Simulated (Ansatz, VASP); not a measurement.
# One calculation of Be, two programs

The input INCAR:

```
SYSTEM = Be
PREC = Accurate
ENCUT = 520
EDIFF = 1E-6
ISMEAR = -1
SIGMA = 0.1
LREAL = .False.
LASPH = .True.
NELM = 100
ALGO = Normal
ISIF = 2
LWAVE = .False.
LCHARG = .False.
GGA = RP
NBANDS = 9
```

Contents of KPOINTS:

```
regular mesh
0
Gamma
  29 29 14
  0 0 0
```

POSCAR

```
Be
1.0
   -1.5586883180      1.2776185784      1.1402444969
    1.2776185784     -1.5586883180      1.1402444969
    2.8138657383      2.8138657383     -1.6550242399
Be
2
Direct
    0.9583871448      0.0416128552      1.0000000000
    0.7916128552      0.2083871448      0.5000000000
```

Input for Ansatz:

```yaml
crystal:
  lattice:
    - [-1.558688318, 1.2776185784, 1.1402444969]
    - [1.2776185784, -1.558688318, 1.1402444969]
    - [2.8138657383, 2.8138657383, -1.6550242399]
  atoms:
    - { symbol: Be, position: [0.9583871448, 0.0416128552, 1.0] }
    - { symbol: Be, position: [0.7916128552, 0.2083871448, 0.5] }
hamiltonian:
  xc: rpbe
  pseudopotentials:
    kind: paw
    azcp:
      Be: "pseudopotentials/Be.paw.azcp"
basis:
  ecutwfc: 420
  fft_grid_basis: typed
kpoints:
  mp_grid: { grid: [29, 29, 14], shift: [0, 0, 0] }
magnetization:
  spin_polarized: false
scf:
  occupations: { method: fermi_dirac, width: 0.1 }
output:
  stress: true
  write_density: true
  write_potential: true
  elf: true
  volumetric_format: npy
```

Alike in both runs: task single point; functional RPBE; k mesh 29 × 29 × 14; occupations fermi-dirac, width 0.1 eV; no spin polarisation.

|  | VASP | Ansatz |
| --- | --- | --- |
| version | VASP 6.6.1 | Ansatz 0.2.0 |
| potentials or method | VASP PAW PBE potentials, release 64 (Be), cutoff 520 eV | plane waves (420 eV) with PAW, scalar-relativistic |
| valence electrons in the cell | 4 | 4 |

|  | VASP | Ansatz | Ansatz less VASP |
| --- | --- | --- | --- |
| pressure (GPa) | -4.3 | -4.4 | -0.02 |
| traceless stress, the component that is largest in VASP (GPa) | 0.23 | 0.21 | -0.022 |

VASP's potentials were made for PBE, not for RPBE. With one functional, cell and mesh, what is left measures potentials, basis and numerics.
